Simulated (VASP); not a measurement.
# Ge (Fd-3m) in VASP: a series of runs

Ge is run at these levels: PBE, r2SCAN; tasks: single point.

All numbers are computed with VASP 6.6.1; they aren't measurements. Logs are shortened: lines on timing, memory, paths and dates and some standing lists are left out, and cuts for length are marked.

**What was measured.**

From “Electronic and optical properties of SixGe1-x-ySny alloys lattice-matched to Ge”, 2021, arxiv:2109.02782, for a bulk crystal of Ge at 300 K: band gap 0.807 eV (direct).

How close the calculation comes is told below.

## Step 1: The cell of the first run

The structure is cubic, space group Fd-3m (No. 227). Conventional cell: a = 5.762 Å, b = 5.762 Å, c = 5.762 Å, α = 90.00°, β = 90.00°, γ = 90.00°. Within 3.3 Å of Ge (site symmetry -43m) lie 4 Ge at 2.49 Å.

## Step 2: Single point, PBE

File INCAR:

```
PREC = Accurate ; ENCUT = 520
EDIFF = 1E-6 ; ISMEAR = -1
SIGMA = 0.05 ; LREAL = F
LASPH = T ; NELM = 60
ALGO = Normal ; ISIF = 2
LWAVE = F ; LCHARG = F
GGA = PE ; NBANDS = 21
```

File KPOINTS:

```
Automatic mesh
0
Gamma
  12 12 12
```

File POSCAR:

```
Ge
1.0
    0.0000000000      2.8808905428      2.8808905428
    2.8808905428      0.0000000000      2.8808905428
    2.8808905428      2.8808905428      0.0000000000
Ge
2
Direct
    0.0000000000      0.0000000000      0.0000000000
    0.2500000000      0.2500000000      0.2500000000
```

Potentials or basis: VASP PAW PBE potentials, release 64 (Ge_d).

Started as:

```console
$ cat potpaw_PBE.64/Ge_d/POTCAR > POTCAR
$ mpirun -np 1 vasp_std > vasp.out
```

OUTCAR:

```text
PREC = Accurate
   ENCUT = 520
   EDIFF = 1E-6
   ISMEAR = -1
   LREAL = F
   LASPH = T
   NELM = 60
   ISIF = 2
   GGA = PE

 ion  position               nearest neighbor table
   1  0.000  0.000  0.000-   2 2.49   2 2.49   2 2.49   2 2.49
   2  0.250  0.250  0.250-   1 2.49   1 2.49   1 2.49   1 2.49

  LATTYP: Found a face centered cubic cell.
 ALAT       =     5.7617810856

  Lattice vectors:

 A1 = (   0.0000000000,   2.8808905428,   2.8808905428)
 A2 = (   2.8808905428,   0.0000000000,   2.8808905428)
 A3 = (   2.8808905428,   2.8808905428,   0.0000000000)

Analysis of symmetry for initial positions (statically):
=====================================================================
 Subroutine PRICEL returns:
 Original cell was already a primitive cell.

 Routine SETGRP: Setting up the symmetry group for a
 face centered cubic supercell.

 Subroutine GETGRP returns: Found 48 space group operations
 (whereof 24 operations were pure point group operations)
 out of a pool of 48 trial point group operations.

The static configuration has the point symmetry T_d .
 The point group associated with its full space group is O_h .

Analysis of symmetry for dynamics (positions and initial velocities):
=====================================================================
 Subroutine PRICEL returns:
 Original cell was already a primitive cell.

 Routine SETGRP: Setting up the symmetry group for a
 face centered cubic supercell.

 Subroutine GETGRP returns: Found 48 space group operations
 (whereof 24 operations were pure point group operations)
 out of a pool of 48 trial point group operations.

The dynamic configuration has the point symmetry T_d .
 The point group associated with its full space group is O_h .

 Subroutine INISYM returns: Found 48 space group operations
 (whereof 24 operations are pure point group operations),
 and found     1 'primitive' translations

----------------------------------------------------------------------------------------

                                     Primitive cell

  volume of cell :      47.8201

  direct lattice vectors                    reciprocal lattice vectors
     0.000000000  2.880890543  2.880890543    -0.173557444  0.173557444  0.173557444
[... 73 lines left out ...]
   ions per type =               2
   NGX,Y,Z   is equivalent  to a cutoff of  12.24, 12.24, 12.24 a.u.
   NGXF,Y,Z  is equivalent  to a cutoff of  24.48, 24.48, 24.48 a.u.
 SYSTEM =  unknown system
   PREC   = accura    normal or accurate (medium, high low for compatibility)
   ISTART =      0    job   : 0-new  1-cont  2-samecut
   ICHARG =      2    charge: 1-file 2-atom 10-const
   ISPIN  =      1    spin polarized calculation?
   LNONCOLLINEAR =      F non collinear calculations
   LSORBIT =      F    spin-orbit coupling
   LASPH  =      T    aspherical Exc in radial PAW
   ENCUT  =  520.0 eV  38.22 Ry    6.18 a.u.   7.58  7.58  7.58*2*pi/ulx,y,z
   NELM   =     60;   NELMIN=  2; NELMDL= -5     # of ELM steps
   EDIFF  = 0.1E-05   stopping-criterion for ELM
   LREAL  =      F    real-space projection
   EDIFFG = 0.1E-04   stopping-criterion for IOM
   NSW    =      0    number of steps for IOM
   IBRION =     -1    ionic relax: 0-MD 1-quasi-New 2-CG
   NFREE  =      0    steps in history (QN), initial steepest desc. (CG)
   ISIF   =      2    stress and relaxation
   ISYM   =      2    0-nonsym 1-usesym 2-fastsym
   POTIM  = 0.5000    time-step for ionic-motion
   TEBEG  =    0.0;   TEEND  =   0.0 temperature during run
   PSTRESS=    0.0 pullay stress
   NELECT =      28.0000    total number of electrons
   NUPDOWN=      -1.0000    fix difference up-down
   EMIN   =  10.00;   EMAX   =-10.00  energy-range for DOS
   EFERMI =   0.00;   METHOD = LEGACY
   ISMEAR =    -1;   SIGMA  =   0.05  broadening in eV -4-tet -1-fermi 0-gaus
   EFERMI_NEDOS =   21; number of points for ismear=-14 and -15
   IALGO  =     38    algorithm
   IMIX   =      4    mixing-type and parameters
     AMIX     =   0.40;   BMIX     =  1.00
     AMIX_MAG =   1.60;   BMIX_MAG =  1.00
  volume/ion in A,a.u.               =      23.91       161.35
  Fermi-wavevector in a.u.,A,eV,Ry     =   1.369591  2.588151 25.521513  1.875778
  Thomas-Fermi vector in A             =   2.495452
   LORBIT       =      0    0 simple, 1 ext, 2 COOP (PROOUT), +10 PAW based schemes
   GGA     = PE    functional components
   LHFCALC =     F    Hartree Fock is set to
   AEXX    =    0.0000 exact exchange contribution
   IVDW    =     0    specifies the selected vdW correction
   LEPSILON=     F    determine dielectric tensor
   LRPA    =     F    only Hartree local field effects (RPA)
 non-spin polarized calculation
  energy-cutoff  :      520.00
  volume of cell :       47.82
 maximum number of plane-waves:      1308
   NGX = 15   NGY = 15   NGZ = 15

 number of electron      27.9999979 magnetization

 Free energy of the ion-electron system (eV)
  ---------------------------------------------------
  ext. energy  EPLUGINS =         0.00000000
  ---------------------------------------------------
  free energy    TOTEN  =        -9.03628709 eV

  energy without entropy =       -9.03546756  energy(sigma->0) =       -9.03587732

 E-fermi :   4.4591     XC(G=0):  -9.6686

 val. band max:        4.3198326254   @ k =   0.0833   0.0000   0.0000
 cond. band min:       4.4741182846   @ k =   0.0000   0.0000   0.0000
 fundamental gap:      0.1542856592
 Fermi energy:         4.4590825421

 k-point     1 :       0.0000    0.0000    0.0000
  band No.  band energies     occupation
      1     -20.2714      2.00000
      2     -20.2714      2.00000
      3     -20.2714      2.00000
      4     -20.2393      2.00000
      5     -20.2393      2.00000
      6     -20.0565      2.00000
[... 565 lines left out ...]
     20      13.9695      0.00000
     21      14.5828      0.00000

 [... further k-points ...]
[... 5 lines left out ...]
  --------------------------------------------------------------------------------------
  -------------------------------------------------------------------------------------
  Total       -0.0187733     -0.0187733     -0.0187733      0.0000000      0.0000000     -0.0000000
  in kB       -0.6289869     -0.6289869     -0.6289869      0.0000000      0.0000000     -0.0000000
  external PRESSURE =      -0.6289869 kB  Pullay stress =       0.0000000 kB

 VOLUME and BASIS-vectors are now :
 -----------------------------------------------------------------------------
  energy-cutoff  :      520.00
  volume of cell :       47.82
      direct lattice vectors                 reciprocal lattice vectors
     0.000000000  2.880890543  2.880890543    -0.173557444  0.173557444  0.173557444
     2.880890543  0.000000000  2.880890543     0.173557444 -0.173557444  0.173557444
     2.880890543  2.880890543  0.000000000     0.173557444  0.173557444 -0.173557444

 POSITION                                       TOTAL-FORCE (eV/Angst)
 -----------------------------------------------------------------------------------
      0.00000      0.00000      0.00000         0.000000      0.000000      0.000000
      1.44045      1.44045      1.44045        -0.000000     -0.000000     -0.000000
 -----------------------------------------------------------------------------------
    total drift:                                0.000000      0.000000      0.000000

  FREE ENERGIE OF THE ION-ELECTRON SYSTEM (eV)
  ---------------------------------------------------
  free  energy   TOTEN  =        -9.0362870928 eV

  energy  without entropy=       -9.0354675571  energy(sigma->0) =       -9.03587732
```

stdout:

```text
POSCAR found type information on POSCAR Ge
 POSCAR found :  1 types and       2 ions
 scaLAPACK will be used
 LDA part: xc-table for (Slater+PW92), standard interpolation
 POSCAR, INCAR and KPOINTS ok, starting setup
 FFT: planning ... GRIDC
 FFT: planning ... GRID_SOFT
 FFT: planning ... GRID
 WAVECAR not read
 entering main loop
```

Run time: 1.8 min. Hardware: 1 thread of Intel Xeon 8259CL, shared host; peak memory 0.2 GiB.

What came out:

```yaml
Free_energy: -9.0363 eV
Pressure: -0.1 GPa
Band_gap_on_the_k_mesh: zero (filled and empty bands touch)
```

Levels at points of the mesh, in eV from the Fermi level:
| k point | band 10 | band 11 | band 12 | band 13 | band 14 | band 15 | band 16 | band 17 | band 18 | band 19 |
| --- | --- | --- | --- | --- | --- | --- | --- | --- | --- | --- |
| (0.00, 0.00, 0.00) | -24.51 | -12.35 | -0.44 | 0.02 | 0.02 | 0.02 | 2.54 | 2.54 | 2.54 | 6.31 |
| (0.50, 0.00, 0.00) | -24.48 | -10.39 | -7.34 | -1.31 | -1.31 | 0.04 | 3.73 | 3.73 | 7.11 | 10.24 |
| (0.50, 0.50, 0.00) | -24.47 | -8.67 | -8.67 | -2.87 | -2.87 | 0.83 | 0.83 | 9.08 | 9.08 | 11.09 |

Caveat: semilocal functionals underestimate gaps, so a narrow gap can read as zero.

## Step 3: Single point, r2SCAN

This run uses another cell than the first one, of 22.83 Å³/atom.

File POSCAR:

```
Ge
1.0
    0.0000000000      2.8366853391      2.8366853391
    2.8366853391      0.0000000000      2.8366853391
    2.8366853391      2.8366853391      0.0000000000
Ge
2
Direct
    0.0000000000      0.0000000000      0.0000000000
    0.2500000000      0.2500000000      0.2500000000
```

File INCAR.step1:

```
ALGO = Normal ; EDIFF = 1E-4
ENCUT = 520 ; GGA = PE
ISMEAR = -1 ; LASPH = True
LCHARG = False ; LREAL = False
LWAVE = True ; NBANDS = 21
NELM = 100 ; PREC = Accurate
SIGMA = 0.05
```

File INCAR.step2:

```
ALGO = Normal ; EDIFF = 1E-6
ENCUT = 520 ; ISIF = 2
ISMEAR = -1 ; ISTART = 1
LASPH = True ; LCHARG = False
LMIXTAU = True ; LREAL = False
LWAVE = False ; METAGGA = R2SCAN
NBANDS = 21 ; NELM = 100
PREC = Accurate ; SIGMA = 0.05
```

File KPOINTS:

```
k-points
0
Gamma
  12 12 12
```

Potentials or basis: VASP PAW PBE potentials, release 64 (Ge_d).

Started as:

```console
$ cat potpaw_PBE.64/Ge_d/POTCAR > POTCAR
$ cp INCAR.step1 INCAR
$ mpirun -np 1 vasp_std > vasp.out
$ cp INCAR.step2 INCAR
$ mpirun -np 1 vasp_std > vasp.out
```

Wall time 6.8 min (1 thread of Intel Xeon 8259CL, shared host); peak memory 0.2 GiB.

It converged, with:

```yaml
Free_energy: -27.7444 eV
Pressure: 0.1 GPa
Band_gap_on_the_k_mesh: 0.32 eV
```

Levels at points of the mesh, in eV from the valence-band top:
| k point | band 11 | band 12 | band 13 | band 14 | band 15 | band 16 | band 17 | band 18 |
| --- | --- | --- | --- | --- | --- | --- | --- | --- |
| (0.00, 0.00, 0.00) | -13.24 | 0.00 | 0.00 | 0.00 | 0.32 | 2.71 | 2.71 | 2.71 |
| (0.50, 0.00, 0.00) | -11.07 | -7.83 | -1.47 | -1.47 | 0.42 | 3.99 | 3.99 | 7.65 |
| (0.50, 0.50, 0.00) | -9.19 | -9.19 | -3.20 | -3.20 | 0.98 | 0.98 | 10.03 | 10.03 |

Caveat: the PAW data sets were made with another functional, which shifts forces and pressure a little.

## Step 4: How close it comes

Step 2. Against the measured gap of Ge, 0.807 eV (direct; 300 K; “Electronic and optical properties of SixGe1-x-ySny alloys lattice-matched to Ge”, 2021, arxiv:2109.02782), the calculated 0.00 eV is off by -0.81 eV. 3 values of this kind are on record (0.666 to 0.807 eV); this one was drawn at random among those near their median. Spin-orbit coupling on Ge is left out. The value is that of PBE on a finite k mesh, which can miss the band edges, without temperature or zero-point motion. Semilocal functionals fall short of measured gaps as a rule.

Step 3. A measured gap of Ge is 0.807 eV (direct; 300 K; “Electronic and optical properties of SixGe1-x-ySny alloys lattice-matched to Ge”, 2021, arxiv:2109.02782); the calculated 0.32 eV misses it by -0.48 eV. 3 values of this kind are on record (0.666 to 0.807 eV); this one was drawn at random among those near their median. Spin-orbit coupling on Ge is left out. The value is that of r2SCAN on a finite k mesh, which can miss the band edges, without temperature or zero-point motion.
